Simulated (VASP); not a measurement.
# C (P6_3/mmc) in VASP: notebook, part 2 of 2

VASP 6.6.1.

### 4 Relaxation of cell and atoms, r2SCAN

POSCAR reads:

```
C
1.0
    2.4560000000      0.0000000000      0.0000000000
   -1.2280000000      2.1269583917      0.0000000000
    0.0000000000      0.0000000000      6.6960000000
C
4
Direct
    0.0000000000      0.0000000000      0.7500000000
    0.0000000000      0.0000000000      0.2500000000
    0.3333333333      0.6666666667      0.7500000000
    0.6666666667      0.3333333333      0.2500000000
```

INCAR.step1 reads:

```
SYSTEM = C
PREC = Accurate
ENCUT = 600
ISMEAR = 0
SIGMA = 0.1
LREAL = .FALSE.
LASPH = .TRUE.
NELM = 100
GGA = PE
ALGO = Normal
EDIFF = 1E-4
LWAVE = .TRUE.
LCHARG = .FALSE.
```

INCAR.step2 reads:

```
SYSTEM = C
PREC = Accurate
ENCUT = 600
EDIFF = 1E-7
ISMEAR = 0
SIGMA = 0.1
LREAL = .FALSE.
LASPH = .TRUE.
NELM = 100
ALGO = Normal
ISIF = 3
LWAVE = .FALSE.
LCHARG = .FALSE.
METAGGA = R2SCAN
LMIXTAU = .TRUE.
IBRION = 2
NSW = 100
EDIFFG = -0.005
ISTART = 1
```

KPOINTS reads:

```
Automatic mesh
0
G
  21 21 6
  0 0 0
```

Potentials or basis: VASP PAW PBE potentials, release 64 (C).

On the command line:

```bash
$ cat potpaw_PBE.64/C/POTCAR > POTCAR
$ cp INCAR.step1 INCAR
$ mpirun -np 1 vasp_std > vasp.out
$ cp INCAR.step2 INCAR
$ mpirun -np 1 vasp_std > vasp.out
```

OUTCAR:

```text
SYSTEM = C
   PREC = Accurate
   ENCUT = 600
   EDIFF = 1E-7
   ISMEAR = 0
   LREAL = .FALSE.
   LASPH = .TRUE.
   NELM = 100
   ISIF = 3
   METAGGA = R2SCAN
   IBRION = 2
   NSW = 100
   EDIFFG = -0.005
   ISTART = 1

 ion  position               nearest neighbor table
   1  0.000  0.000  0.750-   3 1.42   3 1.42   3 1.42
   2  0.000  0.000  0.250-   4 1.42   4 1.42   4 1.42
   3  0.333  0.667  0.750-   1 1.42   1 1.42   1 1.42
   4  0.667  0.333  0.250-   2 1.42   2 1.42   2 1.42

  LATTYP: Found a hexagonal cell.
 ALAT       =     2.4560000000
 C/A-ratio  =     2.7263843648

  Lattice vectors:

 A1 = (   2.4560000000,   0.0000000000,   0.0000000000)
 A2 = (  -1.2280000000,   2.1269583917,   0.0000000000)
 A3 = (   0.0000000000,   0.0000000000,   6.6960000000)

Analysis of symmetry for initial positions (statically):
=====================================================================
 Subroutine PRICEL returns:
 Original cell was already a primitive cell.

 Routine SETGRP: Setting up the symmetry group for a
 hexagonal supercell.

 Subroutine GETGRP returns: Found 24 space group operations
 (whereof 12 operations were pure point group operations)
 out of a pool of 24 trial point group operations.

The static configuration has the point symmetry D_3d.
[... 360 lines left out ...]

 number of electron      16.0000000 magnetization

 Free energy of the ion-electron system (eV)
  ---------------------------------------------------
  ext. energy  EPLUGINS =         0.00000000
  ---------------------------------------------------
  free energy    TOTEN  =       -39.76117576 eV

  energy without entropy =      -39.76058234  energy(sigma->0) =      -39.76087905

 E-fermi :   4.3720     XC(G=0): -10.8901

 val. band max:        4.3652908587   @ k =   0.3333   0.3333   0.1667
 cond. band min:       4.3768132667   @ k =   0.3333   0.3333   0.3333
 fundamental gap:      0.0115224080
 Fermi energy:         4.3719702954

 k-point     1 :       0.0000    0.0000    0.0000
  band No.  band energies     occupation
      1     -16.5618      2.00000
      2     -16.3375      2.00000
      3      -4.5216      2.00000
      4      -2.8398      2.00000
      5       1.1663      2.00000
      6       1.1663      2.00000
      7       1.1796      2.00000
      8       1.1796      2.00000
      9       8.5124      0.00000
     10      13.0897      0.00000
     11      13.0897      0.00000
     12      13.1296      0.00000
[... 331 lines left out ...]
 k-point    24 :       0.1905    0.0952    0.0000
  band No.  band energies     occupation
      1     -14.9704      2.00000
      2     -14.7660      2.00000
      3      -3.3078      2.00000
      4      -3.2486      2.00000
      5      -2.6108      2.00000
      6      -1.4960      2.00000
      7      -1.4591      2.00000
      8      -1.0377      2.00000
      9      10.4461      0.00000
     10      12.0398      0.00000
     11      12.4945      0.00000
     12      13.7152      0.00000

 [... further k-points ...]

------------------------ aborting loop because EDIFF is reached ----------------------------------------

  FORCE on cell =-STRESS in cart. coord.  units (eV):
  Direction    XX          YY          ZZ          XY          YZ          ZX
  --------------------------------------------------------------------------------------
  -------------------------------------------------------------------------------------
  Total        0.0095584      0.0095584      0.0056268      0.0000000      0.0000000      0.0000000
  in kB        0.4215502      0.4215502      0.2481556      0.0000000      0.0000000      0.0000000
  external PRESSURE =       0.3637520 kB  Pullay stress =       0.0000000 kB
[... 19 lines left out ...]
  FREE ENERGIE OF THE ION-ELECTRON SYSTEM (eV)
  ---------------------------------------------------
  free  energy   TOTEN  =       -39.7611757566 eV

  energy  without entropy=      -39.7605823429  energy(sigma->0) =      -39.76087905

 reached required accuracy - stopping structural energy minimisation
```

OUTCAR.step1:

```text
SYSTEM = C
   PREC = Accurate
   ENCUT = 600
   ISMEAR = 0
   LREAL = .FALSE.
   LASPH = .TRUE.
[... 592 lines left out ...]
      0.00000      0.00000      1.67400        -0.000000      0.000000     -0.000000
     -0.00000      1.41797      5.02200         0.000000      0.000000      0.000000
      1.22800      0.70899      1.67400        -0.000000      0.000000     -0.000000
 -----------------------------------------------------------------------------------
    total drift:                                0.000000     -0.000000     -0.000000

  FREE ENERGIE OF THE ION-ELECTRON SYSTEM (eV)
  ---------------------------------------------------
  free  energy   TOTEN  =       -36.8467668665 eV

  energy  without entropy=      -36.8461771508  energy(sigma->0) =      -36.84647201
```

OSZICAR.step1:

```text
N       E                     dE             d eps       ncg     rms          rms(c)
DAV:   1     0.561519394406E+02    0.56152E+02   -0.90761E+03  4608   0.139E+03
DAV:   2    -0.351064693068E+02   -0.91258E+02   -0.83775E+02  6500   0.244E+02
DAV:   3    -0.392329534244E+02   -0.41265E+01   -0.40849E+01  5896   0.522E+01
DAV:   4    -0.392868943817E+02   -0.53941E-01   -0.53869E-01  5676   0.677E+00
DAV:   5    -0.392881246592E+02   -0.12303E-02   -0.12296E-02  5768   0.981E-01    0.903E+00
DAV:   6    -0.374288605342E+02    0.18593E+01   -0.18277E+00  5376   0.946E+00    0.528E+00
DAV:   7    -0.368391598716E+02    0.58970E+00   -0.20219E+00  5448   0.101E+01    0.143E+00
DAV:   8    -0.368466682846E+02   -0.75084E-02   -0.61402E-02  5344   0.171E+00    0.106E-01
DAV:   9    -0.368465728388E+02    0.95446E-04   -0.12347E-03  5820   0.294E-01    0.575E-02
DAV:  10    -0.368467684862E+02   -0.19565E-03   -0.26179E-04  5556   0.142E-01    0.302E-02
DAV:  11    -0.368467668665E+02    0.16198E-05   -0.23630E-06  3652   0.148E-02
   1 F= -.36846767E+02 E0= -.36846472E+02  d E =-.589716E-03
```

Run time: 23 min. Hardware: 1 thread of Intel Xeon 6975P-C (Granite Rapids), shared host; peak memory 0.22 GiB.

What came out:

* Free energy: -39.7612 eV
* Relaxed volume: 9.08 Å³/atom
* Relaxed cell: a = 2.457 Å, b = 2.457 Å, c = 6.950 Å, α = 90.00°, β = 90.00°, γ = 120.00°
* Space group after relaxing (to 0.05 Å): P6_3/mmc (No. 194)
* Energy gained by relaxing: 1.2 meV/atom
* Ionic steps: 11
* Pressure after relaxing: 0.0 GPa
* Band gap on the k mesh: zero (band 8 reaches 4.38 eV, above the bottom of band 9 at 4.36 eV)

Step by step:
```tsv
step	energy change (eV)	largest force (eV/Å)	pressure (GPa)	volume (Å³)
1	0.0000	0.0000	0.57	34.98
2	-0.0007	0.0000	-0.02	35.14
3	-0.0012	0.0000	-1.13	35.43
4	-0.0014	0.0000	-1.10	35.45
5	-0.0019	0.0000	-1.01	35.52
6	-0.0027	0.0000	-0.85	35.64
7	-0.0038	0.0000	-0.51	35.88
8	-0.0046	0.0000	0.18	36.36
9	-0.0046	0.0000	0.13	36.33
10	-0.0046	0.0000	0.10	36.31
11	-0.0046	0.0000	0.04	36.33
```

Final structure:
```
C
1.0
     2.45678    0.00000    0.00000
    -1.22839    2.12764    0.00000
     0.00000    0.00000    6.95000
C
4
Direct
  0.00000 0.00000 0.75000
  0.00000 0.00000 0.25000
  0.33333 0.66667 0.75000
  0.66667 0.33333 0.25000
```

Caveat: the PAW data sets were made with another functional, which shifts forces and pressure a little. Zero-point motion and thermal expansion aren't in these numbers.

### 5 Summary

```csv
task,cell,k mesh,cutoff (eV),smearing,gap on the mesh (eV),pressure (GPa),relaxed volume (Å³/atom)
single point,"a = 2.456, b = 2.456, c = 6.696 Å, angles 90.0, 90.0, 120.0°, 4 atoms",9 × 9 × 4,520,gaussian 0.1 eV,none,1.1,-
relaxation of cell and atoms,"relaxed from a = 2.456, b = 2.456, c = 7.052 Å, angles 90.0, 90.0, 120.0°, 4 atoms",21 × 21 × 6,600,fermi-dirac 0.15 eV,none,0.0,9.06
relaxation of cell and atoms,"relaxed from a = 2.456, b = 2.456, c = 6.696 Å, angles 90.0, 90.0, 120.0°, 4 atoms",21 × 21 × 6,600,gaussian 0.1 eV,none,0.0,9.08
```

Alike in all rows: level r2SCAN; potentials or basis VASP PAW PBE potentials, release 64 (C); no spin polarisation.

Caveats: the PAW data sets were made with another functional, which shifts forces and pressure a little.

Total energies depend on the potentials used, so only differences within one code and one set of settings carry meaning.
